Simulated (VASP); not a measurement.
# PtS2 (P-3m1) in VASP: a series of runs

PtS2 is run at these levels: PBEsol+U; tasks: density of states.

Program: VASP 6.6.1. These are calculated values, not measurements. Logs are shortened: lines on timing, memory, paths and dates and some standing lists are left out, and cuts for length are marked.

**1. The cell of the first run**

Symmetry: P-3m1, No. 164, trigonal system. Conventional cell: a = 3.543 Å, b = 3.543 Å, c = 5.039 Å, α = 90.00°, β = 90.00°, γ = 120.00°. Pt (site symmetry -3m) has 6 S at 2.34 Å within 3.1 Å. S (site symmetry 3m) has 3 Pt at 2.34 Å and 3 S at 3.07 Å within 3.1 Å.

**2. Density of states, PBEsol+U**

POSCAR reads:

```
PtS2
1.0
    3.5432000000      0.0000000000      0.0000000000
   -1.7716000000      3.0685012107      0.0000000000
    0.0000000000      0.0000000000      5.0388000000
Pt S
1 2
Direct
    0.0000000000      0.0000000000      0.0000000000
    0.6666666667      0.3333333333      0.7730000000
    0.3333333333      0.6666666667      0.2270000000
```

INCAR.step1 reads:

```
PREC     = Accurate       # precision mode
ENCUT    = 520            # plane-wave cutoff, eV
EDIFF    = 1E-6           # SCF threshold, eV
ISMEAR   = -1             # smearing method
SIGMA    = 0.05           # smearing width, eV
LREAL    = F              # projectors in reciprocal space
LASPH    = T              # aspherical terms in the spheres
NELM     = 150            # most SCF steps
ALGO     = Normal         # electronic algorithm
ISIF     = 2              # what is computed and relaxed
LWAVE    = F              # write WAVECAR
LCHARG   = T              # write CHGCAR
LMAXMIX  = 4              # l up to which the mixer works
LDAU     = T              # DFT+U
LDAUTYPE = 2            
LDAUL    = 2 -1           # shell
LDAUU    = 1 0            # U, eV
LDAUJ    = 0 0          
LDAUPRINT= 1            
GGA      = PS             # functional
NBANDS   = 18             # bands
```

KPOINTS.step1 reads:

```
regular mesh
0
Gamma
  9 9 5
```

INCAR.step2 reads:

```
PREC     = Accurate       # precision mode
ENCUT    = 520            # plane-wave cutoff, eV
EDIFF    = 1E-6           # SCF threshold, eV
ISMEAR   = -5             # smearing method
SIGMA    = 0.05           # smearing width, eV
LREAL    = F              # projectors in reciprocal space
LASPH    = T              # aspherical terms in the spheres
NELM     = 150            # most SCF steps
ALGO     = Normal         # electronic algorithm
ISIF     = 2              # what is computed and relaxed
LWAVE    = F              # write WAVECAR
LCHARG   = F              # write CHGCAR
LMAXMIX  = 4              # l up to which the mixer works
LDAU     = T              # DFT+U
LDAUTYPE = 2            
LDAUL    = 2 -1           # shell
LDAUU    = 1 0            # U, eV
LDAUJ    = 0 0          
LDAUPRINT= 1            
GGA      = PS             # functional
LORBIT   = 11             # projections on sites
NEDOS    = 1001           # points of the DOS
ICHARG   = 11             # starting density
```

KPOINTS.step2 reads:

```
regular mesh
0
Gamma
  14 14 8
```

Potentials or basis: VASP PAW PBE potentials, release 64 (Pt, S).

Launch:

```console
$ cat potpaw_PBE.64/Pt/POTCAR potpaw_PBE.64/S/POTCAR > POTCAR
$ cp INCAR.step1 INCAR
$ cp KPOINTS.step1 KPOINTS
$ mpirun -np 1 vasp_std > vasp.out
$ cp INCAR.step2 INCAR
$ cp KPOINTS.step2 KPOINTS
$ mpirun -np 1 vasp_std > vasp.out
```

OUTCAR:

```text
PREC = Accurate
   ENCUT = 520
   EDIFF = 1E-6
   ISMEAR = -5
   LREAL = F
   LASPH = T
   NELM = 150
   ISIF = 2
   GGA = PS
   LORBIT = 11
   ICHARG = 11

 ion  position               nearest neighbor table
   1  0.000  0.000  0.000-   2 2.34   3 2.34   2 2.34   3 2.34   2 2.34   3 2.34
   2  0.667  0.333  0.773-   1 2.34   1 2.34   1 2.34
   3  0.333  0.667  0.227-   1 2.34   1 2.34   1 2.34

  LATTYP: Found a hexagonal cell.
 ALAT       =     3.5432000000
 C/A-ratio  =     1.4221043125

  Lattice vectors:

 A1 = (   3.5432000000,   0.0000000000,   0.0000000000)
 A2 = (  -1.7716000000,   3.0685012107,   0.0000000000)
 A3 = (   0.0000000000,   0.0000000000,   5.0388000000)

Analysis of symmetry for initial positions (statically):
=====================================================================
 Subroutine PRICEL returns:
 Original cell was already a primitive cell.

 Routine SETGRP: Setting up the symmetry group for a
 hexagonal supercell.

 Subroutine GETGRP returns: Found 12 space group operations
 (whereof 12 operations were pure point group operations)
 out of a pool of 24 trial point group operations.

The static configuration has the point symmetry D_3d.

Analysis of symmetry for dynamics (positions and initial velocities):
=====================================================================
 Subroutine PRICEL returns:
 Original cell was already a primitive cell.

 Routine SETGRP: Setting up the symmetry group for a
 hexagonal supercell.

 Subroutine GETGRP returns: Found 12 space group operations
 (whereof 12 operations were pure point group operations)
 out of a pool of 24 trial point group operations.

The dynamic configuration has the point symmetry D_3d.

 Subroutine INISYM returns: Found 12 space group operations
 (whereof 12 operations are pure point group operations),
 and found     1 'primitive' translations

----------------------------------------------------------------------------------------

                                     Primitive cell

  volume of cell :      54.7834

  direct lattice vectors                    reciprocal lattice vectors
     3.543200000  0.000000000  0.000000000     0.282230752  0.162946001  0.000000000
    -1.771600000  3.068501211  0.000000000     0.000000000  0.325892001  0.000000000
     0.000000000  0.000000000  5.038800000     0.000000000  0.000000000  0.198459951

  length of vectors
     3.543200000  3.543200000  5.038800000     0.325892001  0.325892001  0.198459951

  position of ions in fractional coordinates (direct lattice)
     0.000000000  0.000000000  0.000000000
     0.666666667  0.333333333  0.773000000
     0.333333333  0.666666667  0.227000000

  ion indices of the primitive-cell ions
   primitive index   ion index
                 1           1
                 2           2
                 3           3

----------------------------------------------------------------------------------------

 KPOINTS: regular mesh

Automatic generation of k-mesh.
 Grid dimensions read from file:
 generate k-points for:   14   14    8

 Generating k-lattice:

  Cartesian coordinates                     Fractional coordinates (reciprocal lattice)
     0.020159339  0.011639000  0.000000000     0.071428571  0.000000000  0.000000000
     0.000000000  0.023278000  0.000000000     0.000000000  0.071428571  0.000000000
     0.000000000  0.000000000  0.024807494     0.000000000  0.000000000  0.125000000

  Length of vectors
[... 56 lines left out ...]
   NELM   =    150;   NELMIN=  2; NELMDL=  0     # of ELM steps
   EDIFF  = 0.1E-05   stopping-criterion for ELM
   LREAL  =      F    real-space projection
   EDIFFG = 0.1E-04   stopping-criterion for IOM
   NSW    =      0    number of steps for IOM
   IBRION =     -1    ionic relax: 0-MD 1-quasi-New 2-CG
   NFREE  =      0    steps in history (QN), initial steepest desc. (CG)
   ISIF   =      2    stress and relaxation
   ISYM   =      2    0-nonsym 1-usesym 2-fastsym
   POTIM  = 0.5000    time-step for ionic-motion
[... 36 lines left out ...]
  o =  0.9027  v =  0.0000 -0.0000  1.0000 -0.0000 -0.0000  0.0000  0.0000  0.0000  0.0000  0.0000      0.0000  0.0000  0.0000  0.0000  0.0000  0.0000  0.0000  0.0000  0.0000  0.0000
  o =  0.9029  v = -0.7830  0.0000 -0.0000 -0.6221 -0.0000  0.0000  0.0000  0.0000  0.0000  0.0000      0.0000  0.0000  0.0000  0.0000  0.0000  0.0000  0.0000  0.0000  0.0000  0.0000
  o =  0.9029  v =  0.0000  0.0000  0.0000  0.0000  0.0000 -0.7830  0.0000 -0.0000 -0.6221 -0.0000      0.0000  0.0000  0.0000  0.0000  0.0000  0.0000  0.0000  0.0000  0.0000  0.0000
  o =  0.9029  v =  0.0000  0.6221  0.0000 -0.0000  0.7830  0.0000  0.0000  0.0000  0.0000  0.0000      0.0000  0.0000  0.0000  0.0000  0.0000  0.0000  0.0000  0.0000  0.0000  0.0000
  o =  0.9029  v =  0.0000  0.0000  0.0000  0.0000  0.0000  0.0000  0.6221  0.0000 -0.0000  0.7830      0.0000  0.0000  0.0000  0.0000  0.0000  0.0000  0.0000  0.0000  0.0000  0.0000

 number of electron      22.0000000 magnetization

 Free energy of the ion-electron system (eV)
  ---------------------------------------------------
  ext. energy  EPLUGINS =         0.00000000
  ---------------------------------------------------
  free energy    TOTEN  =       -16.22474347 eV

  energy without entropy =      -16.22474347  energy(sigma->0) =      -16.22474347

 E-fermi :   6.6841     XC(G=0): -10.7627

 val. band max:        6.6621775973   @ k =   0.0000   0.1429   0.1250
 cond. band min:       7.3299238546   @ k =   0.0000   0.2857   0.2500
 fundamental gap:      0.6677462573
 Fermi energy:         6.6841493775

 k-point     1 :       0.0000    0.0000    0.0000
  band No.  band energies     occupation
      1      -8.9340      2.00000
      2      -5.6529      2.00000
      3      -0.5191      2.00000
      4      -0.5191      2.00000
      5      -0.4303      2.00000
      6       2.4034      2.00000
      7       2.4034      2.00000
      8       4.6785      2.00000
      9       5.5102      2.00000
     10       5.5102      2.00000
     11       6.5178      2.00000
     12       9.0494      0.00000
     13       9.0494      0.00000
     14      11.3176      0.00000
[... 401 lines left out ...]
      2      -6.6466      2.00000
      3      -0.3324      2.00000
      4       0.1667      2.00000
      5       0.3091      2.00000
      6       1.9074      2.00000
      7       1.9203      2.00000
      8       2.7429      2.00000
      9       3.8896      2.00000
     10       4.7742      2.00000
     11       5.2295      2.00000
     12       7.6268      0.00000
     13       7.6678      0.00000
     14      12.2583      0.00000
     15      14.5119      0.00000

 [... further k-points ...]
[... 5 lines left out ...]
  --------------------------------------------------------------------------------------
  -------------------------------------------------------------------------------------
  Total        1.8263527      1.8263527      1.8261163      0.0000000      0.0000000      0.0000000
  in kB       53.4128990     53.4128990     53.4059856      0.0000000      0.0000000      0.0000000
  external PRESSURE =      53.4105945 kB  Pullay stress =       0.0000000 kB

 VOLUME and BASIS-vectors are now :
 -----------------------------------------------------------------------------
  energy-cutoff  :      520.00
  volume of cell :       54.78
      direct lattice vectors                 reciprocal lattice vectors
     3.543200000  0.000000000  0.000000000     0.282230752  0.162946001  0.000000000
    -1.771600000  3.068501211  0.000000000     0.000000000  0.325892001  0.000000000
     0.000000000  0.000000000  5.038800000     0.000000000  0.000000000  0.198459951

 POSITION                                       TOTAL-FORCE (eV/Angst)
 -----------------------------------------------------------------------------------
      0.00000      0.00000      0.00000         0.000000      0.000000      0.000000
      1.77160      1.02283      3.89499         0.000000     -0.000000     -0.875176
     -0.00000      2.04567      1.14381        -0.000000      0.000000      0.875176
 -----------------------------------------------------------------------------------
    total drift:                                0.000000     -0.000000     -0.000000

  FREE ENERGIE OF THE ION-ELECTRON SYSTEM (eV)
  ---------------------------------------------------
  free  energy   TOTEN  =       -16.2247434715 eV

  energy  without entropy=      -16.2247434715  energy(sigma->0) =      -16.22474347

 total charge

# of ion       s       p       d       tot
------------------------------------------
    1        0.722   0.865   8.101   9.688
    2        1.354   2.282   0.000   3.635
    3        1.354   2.282   0.000   3.635
--------------------------------------------------
tot          3.429   5.429   8.101  16.959
```

Wall time 2.1 min (1 thread of Intel Xeon Platinum 8375C at 2.90GHz (Ice Lake), shared host); peak memory 0.27 GiB.

What came out:

- Valence electrons inside the program's atomic spheres: Pt 9.69; S 3.63

Eigenvalues of the final occupation matrices:
```
    site  spin  trace               eigenvalues
site 1 d     1   4.08  0.69 0.69 0.90 0.90 0.90
site 1 d     2   4.08  0.69 0.69 0.90 0.90 0.90
```

Caveat: the PAW data sets were made with another functional, which shifts forces and pressure a little; spin-orbit coupling is left out, which moves the levels of the heavy elements.

**3. Density of states, PBEsol+U**

POSCAR is that of step 2.

INCAR.step1 reads:

```
SYSTEM = PtS2
PREC = Accurate ; ENCUT = 520
EDIFF = 1E-6 ; ISMEAR = -1
SIGMA = 0.05 ; LREAL = .False.
LASPH = .True. ; NELM = 150
ALGO = Normal ; ISIF = 2
LWAVE = .False. ; LCHARG = .True.
LMAXMIX = 4 ; LDAU = .True.
LDAUTYPE = 2 ; LDAUL = 2 -1
LDAUU = 4 0 ; LDAUJ = 0 0
LDAUPRINT = 1 ; GGA = PS
NBANDS = 18
```

KPOINTS.step1 reads:

```
Automatic mesh
0
Gamma
  9 9 5
  0 0 0
```

INCAR.step2 reads:

```
SYSTEM = PtS2
PREC = Accurate ; ENCUT = 520
EDIFF = 1E-6 ; ISMEAR = -5
SIGMA = 0.05 ; LREAL = .False.
LASPH = .True. ; NELM = 150
ALGO = Normal ; ISIF = 2
LWAVE = .False. ; LCHARG = .False.
LMAXMIX = 4 ; LDAU = .True.
LDAUTYPE = 2 ; LDAUL = 2 -1
LDAUU = 4 0 ; LDAUJ = 0 0
LDAUPRINT = 1 ; GGA = PS
LORBIT = 11 ; NBANDS = 18
NEDOS = 1001 ; ICHARG = 11
```

KPOINTS.step2 reads:

```
Automatic mesh
0
Gamma
  14 14 8
  0 0 0
```

Potentials or basis: VASP PAW PBE potentials, release 64 (Pt, S).

Launch:

```console
$ cat potpaw_PBE.64/Pt/POTCAR potpaw_PBE.64/S/POTCAR > POTCAR
$ cp INCAR.step1 INCAR
$ cp KPOINTS.step1 KPOINTS
$ mpirun -np 1 vasp_std > vasp.out
$ cp INCAR.step2 INCAR
$ cp KPOINTS.step2 KPOINTS
$ mpirun -np 1 vasp_std > vasp.out
```

It took 2.8 min on 1 thread of Intel Xeon Platinum 8375C at 2.90GHz (Ice Lake), shared host; peak memory 0.28 GiB.

The run converged. Its results:

```
Valence electrons inside the program's atomic spheres : Pt 9.88; S 3.63
```

Levels at points of the mesh, in eV from the valence-band top:
```tsv
k point	band 8	band 9	band 10	band 11	band 12	band 13	band 14	band 15
(0.00, 0.00, 0.00)	-2.41	-1.08	-1.08	-0.09	2.30	2.30	4.76	5.65
(0.50, 0.00, 0.00)	-4.24	-3.35	-3.01	-2.71	1.59	2.71	5.34	6.54
(0.00, 0.00, 0.50)	-2.50	-1.27	-1.27	-1.26	2.78	2.78	5.49	7.21
(0.50, 0.00, 0.50)	-4.26	-3.27	-3.03	-1.34	1.94	2.20	5.32	5.50
```

Eigenvalues of the final occupation matrices:
```tsv
site	spin	trace	eigenvalues
site 1 d	1	4.20	0.70 0.70 0.93 0.93 0.93
site 1 d	2	4.20	0.70 0.70 0.93 0.93 0.93
```

Caveat: the PAW data sets were made with another functional, which shifts forces and pressure a little; spin-orbit coupling is left out, which moves the levels of the heavy elements.

**4. Density of states, PBEsol+U**

POSCAR is that of step 3.

INCAR.step1 reads:

```
SYSTEM = PtS2
PREC     = Accurate       ! precision mode
ENCUT    = 520            ! plane-wave cutoff, eV
EDIFF    = 1E-6           ! SCF threshold, eV
ISMEAR   = -1             ! smearing method
SIGMA    = 0.05           ! smearing width, eV
LREAL    = .FALSE.        ! projectors in reciprocal space
LASPH    = .TRUE.         ! aspherical terms in the spheres
NELM     = 150            ! most SCF steps
ALGO     = Normal         ! electronic algorithm
ISIF     = 2              ! what is computed and relaxed
LWAVE    = .FALSE.        ! write WAVECAR
LCHARG   = .TRUE.         ! write CHGCAR
LMAXMIX  = 4              ! l up to which the mixer works
LDAU     = .TRUE.         ! DFT+U
LDAUTYPE = 2            
LDAUL    = 2 -1           ! shell
LDAUU    = 6 0            ! U, eV
LDAUJ    = 0 0          
LDAUPRINT= 1            
GGA      = PS             ! functional
NBANDS   = 18             ! bands
```

KPOINTS.step1 reads:

```
Automatic mesh
0
G
  9 9 5
  0 0 0
```

INCAR.step2 reads:

```
SYSTEM = PtS2
PREC     = Accurate       ! precision mode
ENCUT    = 520            ! plane-wave cutoff, eV
EDIFF    = 1E-6           ! SCF threshold, eV
ISMEAR   = -5             ! smearing method
SIGMA    = 0.05           ! smearing width, eV
LREAL    = .FALSE.        ! projectors in reciprocal space
LASPH    = .TRUE.         ! aspherical terms in the spheres
NELM     = 150            ! most SCF steps
ALGO     = Normal         ! electronic algorithm
ISIF     = 2              ! what is computed and relaxed
LWAVE    = .FALSE.        ! write WAVECAR
LCHARG   = .FALSE.        ! write CHGCAR
LMAXMIX  = 4              ! l up to which the mixer works
LDAU     = .TRUE.         ! DFT+U
LDAUTYPE = 2            
LDAUL    = 2 -1           ! shell
LDAUU    = 6 0            ! U, eV
LDAUJ    = 0 0          
LDAUPRINT= 1            
GGA      = PS             ! functional
LORBIT   = 11             ! projections on sites
NBANDS   = 18             ! bands
NEDOS    = 2001           ! points of the DOS
ICHARG   = 11             ! starting density
```

KPOINTS.step2 reads:

```
Automatic mesh
0
G
  14 14 8
  0 0 0
```

Launch:

```console
$ cat potpaw_PBE.64/Pt/POTCAR potpaw_PBE.64/S/POTCAR > POTCAR
$ cp INCAR.step1 INCAR
$ cp KPOINTS.step1 KPOINTS
$ mpirun -np 1 vasp_std > vasp.out
$ cp INCAR.step2 INCAR
$ cp KPOINTS.step2 KPOINTS
$ mpirun -np 1 vasp_std > vasp.out
```

Run time: 2.4 min. Hardware: 1 thread of Intel Xeon Platinum 8375C at 2.90GHz (Ice Lake), shared host; peak memory 0.28 GiB.

It converged, with:

```yaml
Valence_electrons_inside_the_program's_atomic_spheres: Pt 10.05; S 3.62
```

Levels at points of the mesh, in eV from the valence-band top:
```csv
k point,band 9,band 10,band 11,band 12,band 13,band 14
"(0.00, 0.00, 0.00)",-1.04,-1.04,-0.07,2.21,2.21,4.82
"(0.50, 0.00, 0.00)",-3.30,-2.98,-2.90,1.49,2.63,5.28
"(0.00, 0.00, 0.50)",-1.42,-1.24,-1.24,2.69,2.69,5.57
"(0.50, 0.00, 0.50)",-3.54,-2.97,-1.31,1.85,2.10,5.34
```

Eigenvalues of the final occupation matrices:
```csv
site,spin,trace,eigenvalues
site 1 d,1,4.30,0.72 0.72 0.95 0.95 0.95
site 1 d,2,4.30,0.72 0.72 0.95 0.95 0.95
```

Caveat: the PAW data sets were made with another functional, which shifts forces and pressure a little; spin-orbit coupling is left out, which moves the levels of the heavy elements.

**5. Density of states, PBEsol+U**

POSCAR is that of step 4.

INCAR.step1 reads:

```
SYSTEM = PtS2
PREC = Accurate
ENCUT = 520
EDIFF = 1E-6
ISMEAR = -1
SIGMA = 0.05
LREAL = .FALSE.
LASPH = .TRUE.
NELM = 150
ALGO = Normal
ISIF = 2
LWAVE = .FALSE.
LCHARG = .TRUE.
LMAXMIX = 4
LDAU = .TRUE.
LDAUTYPE = 2
LDAUL = 2 -1
LDAUU = 8 0
LDAUJ = 0 0
LDAUPRINT = 1
GGA = PS
NBANDS = 18
```

KPOINTS.step1 is that of step 4.

INCAR.step2 reads:

```
SYSTEM = PtS2
PREC = Accurate
ENCUT = 520
EDIFF = 1E-6
ISMEAR = -5
SIGMA = 0.05
LREAL = .FALSE.
LASPH = .TRUE.
NELM = 150
ALGO = Normal
ISIF = 2
LWAVE = .FALSE.
LCHARG = .FALSE.
LMAXMIX = 4
LDAU = .TRUE.
LDAUTYPE = 2
LDAUL = 2 -1
LDAUU = 8 0
LDAUJ = 0 0
LDAUPRINT = 1
GGA = PS
LORBIT = 11
NEDOS = 1001
ICHARG = 11
```

KPOINTS.step2 is that of step 4.

Launch:

```console
$ cat potpaw_PBE.64/Pt/POTCAR potpaw_PBE.64/S/POTCAR > POTCAR
$ cp INCAR.step1 INCAR
$ cp KPOINTS.step1 KPOINTS
$ mpirun -np 1 vasp_std > vasp.out
$ cp INCAR.step2 INCAR
$ cp KPOINTS.step2 KPOINTS
$ mpirun -np 1 vasp_std > vasp.out
```

Wall time 2.4 min (1 thread of Intel Xeon Platinum 8375C at 2.90GHz (Ice Lake), shared host); peak memory 0.27 GiB.

The run converged. Its results:

```
Valence electrons inside the program's atomic spheres : Pt 10.27; S 3.61
```

Levels at points of the mesh, in eV from the valence-band top:
```csv
k point,band 9,band 10,band 11,band 12,band 13,band 14
"(0.00, 0.00, 0.00)",-1.00,-1.00,-0.05,2.07,2.07,4.88
"(0.50, 0.00, 0.00)",-3.25,-3.12,-2.97,1.34,2.50,5.18
"(0.00, 0.00, 0.50)",-1.59,-1.21,-1.21,2.54,2.54,5.66
"(0.50, 0.00, 0.50)",-3.84,-2.91,-1.29,1.72,1.95,5.35
```

Eigenvalues of the final occupation matrices:
```tsv
site	spin	trace	eigenvalues
site 1 d	1	4.44	0.75 0.75 0.98 0.98 0.98
site 1 d	2	4.44	0.75 0.75 0.98 0.98 0.98
```

Caveat: the PAW data sets were made with another functional, which shifts forces and pressure a little; spin-orbit coupling is left out, which moves the levels of the heavy elements.
